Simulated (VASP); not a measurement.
# Al2Cu (P4/mmm) in VASP: further runs

The runs below take Al2Cu through single point, with r2SCAN.

Program: VASP 6.6.1. These are calculated values, not measurements. Logs are shortened: lines on timing, memory, paths and dates and some standing lists are left out, and cuts for length are marked.

## 1. The cell of the first run

It takes space group P4/mmm (No. 123, tetragonal). The conventional cell has a = 4.098 Å, b = 4.098 Å, c = 2.838 Å, α = 90.00°, β = 90.00°, γ = 90.00°. Al (site symmetry mmm) has 4 Cu at 2.49 Å and 6 Al at 2.84 to 2.90 Å within 3.3 Å. Cu (site symmetry 4/mmm) has 8 Al at 2.49 Å and 2 Cu at 2.84 Å within 3.3 Å.

## 2. Single point, r2SCAN

POSCAR

```
Al2Cu
1.0
    4.0982739640      0.0000000000      0.0000000000
    0.0000000000      4.0982739640      0.0000000000
    0.0000000000      0.0000000000      2.8382837126
Al Cu
2 1
Direct
    0.5000000000      0.0000000000      0.5000000000
    0.0000000000      0.5000000000      0.5000000000
    0.0000000000      0.0000000000      0.0000000000
```

INCAR.step1

```
SYSTEM = Al2Cu
ALGO = Normal
EDIFF = 1E-4
ENCUT = 520
GGA = PE
ISMEAR = 0
LASPH = .TRUE.
LCHARG = .FALSE.
LREAL = .FALSE.
LWAVE = .TRUE.
NBANDS = 16
NELM = 80
PREC = Accurate
SIGMA = 0.1
```

INCAR.step2

```
SYSTEM = Al2Cu
ALGO = Normal
EDIFF = 1E-7
ENCUT = 520
ISIF = 2
ISMEAR = 0
ISTART = 1
LASPH = .TRUE.
LCHARG = .TRUE.
LELF = .TRUE.
LMIXTAU = .TRUE.
LREAL = .FALSE.
LVHAR = .TRUE.
LWAVE = .FALSE.
METAGGA = R2SCAN
NBANDS = 16
NELM = 80
PREC = Accurate
SIGMA = 0.1
```

KPOINTS

```
k-points
0
G
  14 14 20
  0 0 0
```

Potentials or basis: VASP PAW PBE potentials, release 64 (Al, Cu).

On the command line:

```bash
cat potpaw_PBE.64/Al/POTCAR potpaw_PBE.64/Cu/POTCAR > POTCAR
cp INCAR.step1 INCAR
mpirun -np 1 vasp_std > vasp.out
cp INCAR.step2 INCAR
mpirun -np 1 vasp_std > vasp.out
```

OUTCAR:

```text
SYSTEM = Al2Cu
   EDIFF = 1E-7
   ENCUT = 520
   ISIF = 2
   ISMEAR = 0
   ISTART = 1
   LASPH = .TRUE.
   LREAL = .FALSE.
   METAGGA = R2SCAN
   NELM = 80
   PREC = Accurate

 ion  position               nearest neighbor table
   1  0.500  0.000  0.500-   3 2.49   3 2.49   3 2.49   3 2.49   2 2.90   2 2.90   2 2.90   2 2.90

   2  0.000  0.500  0.500-   3 2.49   3 2.49   3 2.49   3 2.49   1 2.90   1 2.90   1 2.90   1 2.90

   3  0.000  0.000  0.000-   1 2.49   2 2.49   1 2.49   2 2.49   2 2.49   2 2.49   1 2.49   1 2.49

  LATTYP: Found a simple tetragonal cell.
 ALAT       =     4.0982739640
 C/A-ratio  =     0.6925558754

  Lattice vectors:

 A1 = (   4.0982739640,   0.0000000000,   0.0000000000)
 A2 = (   0.0000000000,   4.0982739640,   0.0000000000)
 A3 = (   0.0000000000,   0.0000000000,   2.8382837126)

Analysis of symmetry for initial positions (statically):
=====================================================================
 Subroutine PRICEL returns:
 Original cell was already a primitive cell.

 Routine SETGRP: Setting up the symmetry group for a
 simple tetragonal supercell.

 Subroutine GETGRP returns: Found 16 space group operations
 (whereof 16 operations were pure point group operations)
 out of a pool of 16 trial point group operations.

The static configuration has the point symmetry D_4h.

Analysis of symmetry for dynamics (positions and initial velocities):
=====================================================================
 Subroutine PRICEL returns:
 Original cell was already a primitive cell.

 Routine SETGRP: Setting up the symmetry group for a
 simple tetragonal supercell.

 Subroutine GETGRP returns: Found 16 space group operations
 (whereof 16 operations were pure point group operations)
 out of a pool of 16 trial point group operations.

The dynamic configuration has the point symmetry D_4h.

 Subroutine INISYM returns: Found 16 space group operations
 (whereof 16 operations are pure point group operations),
 and found     1 'primitive' translations

----------------------------------------------------------------------------------------

                                     Primitive cell

  volume of cell :      47.6714

  direct lattice vectors                    reciprocal lattice vectors
     4.098273964  0.000000000  0.000000000     0.244005161  0.000000000  0.000000000
     0.000000000  4.098273964  0.000000000     0.000000000  0.244005161  0.000000000
     0.000000000  0.000000000  2.838283713     0.000000000  0.000000000  0.352325596

  length of vectors
     4.098273964  4.098273964  2.838283713     0.244005161  0.244005161  0.352325596

  position of ions in fractional coordinates (direct lattice)
     0.500000000  0.000000000  0.500000000
     0.000000000  0.500000000  0.500000000
     0.000000000  0.000000000  0.000000000

  ion indices of the primitive-cell ions
   primitive index   ion index
                 1           1
                 2           2
                 3           3

----------------------------------------------------------------------------------------

 KPOINTS: k-points

Automatic generation of k-mesh.
 Grid dimensions read from file:
 generate k-points for:   14   14   20

 Generating k-lattice:

  Cartesian coordinates                     Fractional coordinates (reciprocal lattice)
     0.017428940  0.000000000  0.000000000     0.071428571  0.000000000  0.000000000
     0.000000000  0.017428940  0.000000000     0.000000000  0.071428571  0.000000000
     0.000000000  0.000000000  0.017616280     0.000000000  0.000000000  0.050000000

  Length of vectors
     0.017428940  0.017428940  0.017616280

  Shift w.r.t. Gamma in fractional coordinates (k-lattice)
     0.000000000  0.000000000  0.000000000

 Subroutine IBZKPT returns following result:
 ===========================================

 Found    396 irreducible k-points:

 Following reciprocal coordinates:
            Coordinates               Weight
  0.000000  0.000000  0.000000      1.000000
  0.071429  0.000000  0.000000      4.000000
  0.142857  0.000000  0.000000      4.000000
  0.214286  0.000000  0.000000      4.000000
  0.285714  0.000000  0.000000      4.000000
  0.357143  0.000000  0.000000      4.000000
[... 16 lines left out ...]
  0.285714  0.214286  0.000000      8.000000
  0.357143  0.214286  0.000000      8.000000
 [... further k-points ...]
   k-points           NKPTS =    396   k-points in BZ     NKDIM =    396   number of bands    NBANDS=     16
   number of dos      NEDOS =    301   number of ions     NIONS =      3
   total plane-waves  NPLWV =  21600
   dimension x,y,z NGX =    30 NGY =   30 NGZ =   24
   dimension x,y,z NGXF=    60 NGYF=   60 NGZF=   48
   ions per type =               2   1
   NGX,Y,Z   is equivalent  to a cutoff of  12.17, 12.17, 14.06 a.u.
   NGXF,Y,Z  is equivalent  to a cutoff of  24.34, 24.34, 28.11 a.u.
 SYSTEM =  Al2Cu
   PREC   = accura    normal or accurate (medium, high low for compatibility)
   ISTART =      1    job   : 0-new  1-cont  2-samecut
   ICHARG =      0    charge: 1-file 2-atom 10-const
   ISPIN  =      1    spin polarized calculation?
   LNONCOLLINEAR =      F non collinear calculations
   LSORBIT =      F    spin-orbit coupling
   LASPH  =      T    aspherical Exc in radial PAW
   ENCUT  =  520.0 eV  38.22 Ry    6.18 a.u.   7.62  7.62  5.28*2*pi/ulx,y,z
   NELM   =     80;   NELMIN=  2; NELMDL=  0     # of ELM steps
   EDIFF  = 0.1E-06   stopping-criterion for ELM
   LREAL  =      F    real-space projection
   EDIFFG = 0.1E-05   stopping-criterion for IOM
   NSW    =      0    number of steps for IOM
   IBRION =     -1    ionic relax: 0-MD 1-quasi-New 2-CG
   NFREE  =      0    steps in history (QN), initial steepest desc. (CG)
   ISIF   =      2    stress and relaxation
   ISYM   =      2    0-nonsym 1-usesym 2-fastsym
   POTIM  = 0.5000    time-step for ionic-motion
   TEBEG  =    0.0;   TEEND  =   0.0 temperature during run
   PSTRESS=    0.0 pullay stress
   NELECT =      17.0000    total number of electrons
   NUPDOWN=      -1.0000    fix difference up-down
   EMIN   =  10.00;   EMAX   =-10.00  energy-range for DOS
   EFERMI =   0.00;   METHOD = LEGACY
   ISMEAR =     0;   SIGMA  =   0.10  broadening in eV -4-tet -1-fermi 0-gaus
   EFERMI_NEDOS =   21; number of points for ismear=-14 and -15
   IALGO  =     38    algorithm
   IMIX   =      4    mixing-type and parameters
     AMIX     =   0.40;   BMIX     =  1.00
     AMIX_MAG =   1.60;   BMIX_MAG =  1.00
  volume/ion in A,a.u.               =      15.89       107.23
  Fermi-wavevector in a.u.,A,eV,Ry     =   1.160928  2.193835 18.337298  1.347753
  Thomas-Fermi vector in A             =   2.297505
   LORBIT       =      0    0 simple, 1 ext, 2 COOP (PROOUT), +10 PAW based schemes
   METAGGA = R2SCAN    functional components
   LHFCALC =     F    Hartree Fock is set to
   AEXX    =    0.0000 exact exchange contribution
   IVDW    =     0    specifies the selected vdW correction
   LEPSILON=     F    determine dielectric tensor
   LRPA    =     F    only Hartree local field effects (RPA)
 non-spin polarized calculation
 Gauss-broadening in eV      SIGMA  =   0.10
  energy-cutoff  :      520.00
  volume of cell :       47.67
 maximum number of plane-waves:      1312
   NGX = 15   NGY = 15   NGZ = 11

 number of electron      16.9999980 magnetization

 Free energy of the ion-electron system (eV)
  ---------------------------------------------------
  ext. energy  EPLUGINS =         0.00000000
  ---------------------------------------------------
  free energy    TOTEN  =       -24.41815851 eV

  energy without entropy =      -24.41462045  energy(sigma->0) =      -24.41638948

 E-fermi :   7.3123     XC(G=0): -11.2136

 val. band max:        7.3080306997   @ k =   0.0000   0.0000   0.0000
 cond. band min:       7.3189456223   @ k =   0.3571   0.0000   0.2500
 fundamental gap:      0.0109149226
 Fermi energy:         7.3123032032

 k-point     1 :       0.0000    0.0000    0.0000
  band No.  band energies     occupation
      1      -3.9377      2.00000
      2       1.5845      2.00000
      3       2.1031      2.00000
      4       2.7875      2.00000
      5       3.0696      2.00000
      6       3.0696      2.00000
[... 8 lines left out ...]
     15      14.8544      0.00000
     16      21.2678      0.00000

 k-point     2 :       0.0714    0.0000    0.0000
  band No.  band energies     occupation
      1      -3.8919      2.00000
      2       1.5579      2.00000
      3       2.0915      2.00000
      4       2.7722      2.00000
      5       3.0682      2.00000
      6       3.0699      2.00000
[... 8 lines left out ...]
     15      15.5004      0.00000
     16      21.0439      0.00000

 k-point     3 :       0.1429    0.0000    0.0000
  band No.  band energies     occupation
      1      -3.7556      2.00000
      2       1.4417      2.00000
      3       2.0602      2.00000
      4       2.7323      2.00000
      5       3.0642      2.00000
      6       3.0705      2.00000
[... 8 lines left out ...]
     15      16.7872      0.00000
     16      20.4922      0.00000

 k-point     4 :       0.2143    0.0000    0.0000
  band No.  band energies     occupation
      1      -3.5317      2.00000
      2       1.1330      2.00000
      3       2.0292      2.00000
      4       2.6808      2.00000
      5       3.0586      2.00000
      6       3.0715      2.00000
[... 8 lines left out ...]
     15      18.1705      0.00000
     16      19.7982      0.00000
[... 324 lines left out ...]
 k-point    22 :       0.2143    0.2143    0.0000
  band No.  band energies     occupation
      1      -3.1244      2.00000
      2       1.1589      2.00000
      3       1.7461      2.00000
      4       2.5104      2.00000
      5       3.0602      2.00000
      6       3.0614      2.00000
[... 8 lines left out ...]
     15      19.0291      0.00000
     16      19.7340      0.00000

 k-point    23 :       0.2857    0.2143    0.0000
  band No.  band energies     occupation
      1      -2.8186      2.00000
      2       0.8405      2.00000
      3       1.6882      2.00000
      4       2.4504      2.00000
      5       3.0288      2.00000
      6       3.0547      2.00000
[... 8 lines left out ...]
     15      19.3056      0.00000
     16      19.6608      0.00000

 k-point    24 :       0.3571    0.2143    0.0000
  band No.  band energies     occupation
      1      -2.4480      2.00000
      2       0.2845      2.00000
      3       1.7642      2.00000
      4       2.4046      2.00000
      5       2.8473      2.00000
      6       3.0492      2.00000
[... 8 lines left out ...]
     15      18.7138      0.00000
     16      20.2162      0.00000

 [... further k-points ...]

------------------------ aborting loop because EDIFF is reached ----------------------------------------

  FORCE on cell =-STRESS in cart. coord.  units (eV):
  Direction    XX          YY          ZZ          XY          YZ          ZX
  --------------------------------------------------------------------------------------
  -------------------------------------------------------------------------------------
  Total       -0.0532504     -0.0532504     -0.0531946      0.0000000      0.0000000      0.0000000
  in kB       -1.7896796     -1.7896796     -1.7878072      0.0000000      0.0000000      0.0000000
  external PRESSURE =      -1.7890555 kB  Pullay stress =       0.0000000 kB

 VOLUME and BASIS-vectors are now :
 -----------------------------------------------------------------------------
  energy-cutoff  :      520.00
  volume of cell :       47.67
      direct lattice vectors                 reciprocal lattice vectors
     4.098273964  0.000000000  0.000000000     0.244005161  0.000000000  0.000000000
     0.000000000  4.098273964  0.000000000     0.000000000  0.244005161  0.000000000
     0.000000000  0.000000000  2.838283713     0.000000000  0.000000000  0.352325596

 POSITION                                       TOTAL-FORCE (eV/Angst)
 -----------------------------------------------------------------------------------
      2.04914      0.00000      1.41914         0.000000      0.000000      0.000000
      0.00000      2.04914      1.41914         0.000000      0.000000      0.000000
      0.00000      0.00000      0.00000         0.000000      0.000000      0.000000
 -----------------------------------------------------------------------------------
    total drift:                               -0.000000      0.000000     -0.000000

  FREE ENERGIE OF THE ION-ELECTRON SYSTEM (eV)
  ---------------------------------------------------
  free  energy   TOTEN  =       -24.4181585065 eV

  energy  without entropy=      -24.4146204528  energy(sigma->0) =      -24.41638948
```

Run time: 12 min. Hardware: 1 thread of Oxide Virtual Turin-like, shared host; peak memory 0.37 GiB.

Results:

```
Free energy            : -24.4182 eV
Pressure               : -0.2 GPa
Band gap on the k mesh : zero (an odd number of electrons rules out a gap without spin polarisation)
```

Levels at points of the mesh, in eV from the Fermi level:
```tsv
k point	band 5	band 6	band 7	band 8	band 9	band 10	band 11	band 12	band 13	band 14
(0.00, 0.00, 0.00)	-4.24	-4.24	-2.69	-2.69	0.00	0.97	6.56	6.56	6.92	7.26
(0.50, 0.00, 0.00)	-4.58	-4.27	-4.24	-1.31	1.58	1.87	2.07	8.37	8.85	9.95
(0.50, 0.50, 0.00)	-4.61	-4.49	-4.26	-4.26	-2.59	8.96	8.96	10.29	10.48	10.87
(0.00, 0.00, 0.50)	-5.04	-4.32	-3.12	2.58	2.78	2.78	2.81	2.81	3.34	4.58
(0.50, 0.00, 0.50)	-4.40	-4.37	-3.30	-2.55	-1.68	4.00	4.12	4.67	5.66	6.40
(0.50, 0.50, 0.50)	-4.16	-3.71	-2.51	-2.51	-0.90	-0.79	0.21	0.21	2.69	12.61
```

Caveat: the PAW data sets were made with another functional, which shifts forces and pressure a little.

## 3. Single point, r2SCAN

POSCAR

```
Al2Cu
1.0
    4.0988557519      0.0000000000      0.0000000000
    0.0000000000      4.0988557519      0.0000000000
    0.0000000000      0.0000000000      2.8415366500
Al Cu
2 1
Direct
    0.5000000000      0.0000000000      0.5000000000
    0.0000000000      0.5000000000      0.5000000000
    0.0000000000      0.0000000000      0.0000000000
```

INCAR.step1

```
PREC     = Accurate       # precision mode
ENCUT    = 520            # plane-wave cutoff, eV
ISMEAR   = -1             # smearing method
SIGMA    = 0.15           # smearing width, eV
LREAL    = F              # projectors in reciprocal space
LASPH    = T              # aspherical terms in the spheres
NELM     = 60             # most SCF steps
NBANDS   = 16             # bands
GGA      = PE             # functional
ALGO     = Normal         # electronic algorithm
EDIFF    = 1E-4           # SCF threshold, eV
LWAVE    = T              # write WAVECAR
LCHARG   = F              # write CHGCAR
```

INCAR.step2

```
PREC     = Accurate       # precision mode
ENCUT    = 520            # plane-wave cutoff, eV
EDIFF    = 1E-6           # SCF threshold, eV
ISMEAR   = -1             # smearing method
SIGMA    = 0.15           # smearing width, eV
LREAL    = F              # projectors in reciprocal space
LASPH    = T              # aspherical terms in the spheres
NELM     = 60             # most SCF steps
ALGO     = Normal         # electronic algorithm
ISIF     = 2              # what is computed and relaxed
LWAVE    = F              # write WAVECAR
LCHARG   = F              # write CHGCAR
METAGGA  = R2SCAN         # meta-GGA
LMIXTAU  = T            
NBANDS   = 16             # bands
ISTART   = 1
```

KPOINTS

```
regular mesh
0
Gamma
  14 14 20
```

Potentials or basis: VASP PAW PBE potentials, release 64 (Al, Cu).

On the command line:

```bash
cat potpaw_PBE.64/Al/POTCAR potpaw_PBE.64/Cu/POTCAR > POTCAR
cp INCAR.step1 INCAR
mpirun -np 1 vasp_std > vasp.out
cp INCAR.step2 INCAR
mpirun -np 1 vasp_std > vasp.out
```

OUTCAR:

```text
PREC = Accurate
   ENCUT = 520
   EDIFF = 1E-6
   ISMEAR = -1
   LREAL = F
   LASPH = T
   NELM = 60
   ISIF = 2
   METAGGA = R2SCAN
   ISTART = 1

 ion  position               nearest neighbor table
   1  0.500  0.000  0.500-   3 2.49   3 2.49   3 2.49   3 2.49   2 2.90   2 2.90   2 2.90   2 2.90

   2  0.000  0.500  0.500-   3 2.49   3 2.49   3 2.49   3 2.49   1 2.90   1 2.90   1 2.90   1 2.90

   3  0.000  0.000  0.000-   1 2.49   2 2.49   1 2.49   2 2.49   2 2.49   2 2.49   1 2.49   1 2.49
[... 652 lines left out ...]

  FORCE on cell =-STRESS in cart. coord.  units (eV):
  Direction    XX          YY          ZZ          XY          YZ          ZX
  --------------------------------------------------------------------------------------
  -------------------------------------------------------------------------------------
  Total       -0.0805763     -0.0805763     -0.0796256      0.0000000     -0.0000000      0.0000000
  in kB       -2.7042025     -2.7042025     -2.6722975      0.0000000     -0.0000000      0.0000000
  external PRESSURE =      -2.6935675 kB  Pullay stress =       0.0000000 kB

 VOLUME and BASIS-vectors are now :
 -----------------------------------------------------------------------------
  energy-cutoff  :      520.00
  volume of cell :       47.74
      direct lattice vectors                 reciprocal lattice vectors
     4.098855752  0.000000000  0.000000000     0.243970528  0.000000000  0.000000000
     0.000000000  4.098855752  0.000000000     0.000000000  0.243970528  0.000000000
     0.000000000  0.000000000  2.841536650     0.000000000  0.000000000  0.351922260

 POSITION                                       TOTAL-FORCE (eV/Angst)
 -----------------------------------------------------------------------------------
      2.04943      0.00000      1.42077         0.000000      0.000000      0.000000
      0.00000      2.04943      1.42077         0.000000      0.000000      0.000000
      0.00000      0.00000      0.00000         0.000000      0.000000      0.000000
 -----------------------------------------------------------------------------------
    total drift:                               -0.000000      0.000000     -0.000000

  FREE ENERGIE OF THE ION-ELECTRON SYSTEM (eV)
  ---------------------------------------------------
  free  energy   TOTEN  =       -24.4450523525 eV

  energy  without entropy=      -24.3849434012  energy(sigma->0) =      -24.41499788
```

OUTCAR.step1:

```text
PREC = Accurate
   ENCUT = 520
   ISMEAR = -1
   LREAL = F
   LASPH = T
[... 682 lines left out ...]
      2.04943      0.00000      1.42077         0.000000      0.000000      0.000000
      0.00000      2.04943      1.42077         0.000000      0.000000      0.000000
      0.00000      0.00000      0.00000         0.000000      0.000000      0.000000
 -----------------------------------------------------------------------------------
    total drift:                               -0.000000     -0.000000     -0.000000

  FREE ENERGIE OF THE ION-ELECTRON SYSTEM (eV)
  ---------------------------------------------------
  free  energy   TOTEN  =       -11.3166842267 eV

  energy  without entropy=      -11.2496458973  energy(sigma->0) =      -11.28316506
```

It took 12 min on 1 thread of Oxide Virtual Turin-like, shared host; peak memory 0.37 GiB.

Results:

- Free energy: -24.4451 eV
- Pressure: -0.3 GPa
- Band gap on the k mesh: zero (an odd number of electrons rules out a gap without spin polarisation)

Levels at points of the mesh, in eV from the Fermi level:
| k point | band 7 | band 8 | band 9 | band 10 | band 11 | band 12 |
| --- | --- | --- | --- | --- | --- | --- |
| (0.00, 0.00, 0.00) | -2.69 | -2.69 | 0.00 | 0.98 | 6.56 | 6.56 |
| (0.50, 0.00, 0.00) | -4.23 | -1.30 | 1.58 | 1.87 | 2.07 | 8.34 |
| (0.50, 0.50, 0.00) | -4.26 | -4.26 | -2.59 | 8.96 | 8.96 | 10.26 |
| (0.00, 0.00, 0.50) | -3.12 | 2.58 | 2.77 | 2.77 | 2.82 | 2.82 |
| (0.50, 0.00, 0.50) | -3.30 | -2.55 | -1.68 | 3.99 | 4.12 | 4.67 |
| (0.50, 0.50, 0.50) | -2.50 | -2.50 | -0.91 | -0.79 | 0.20 | 0.20 |

Caveat: the PAW data sets were made with another functional, which shifts forces and pressure a little.
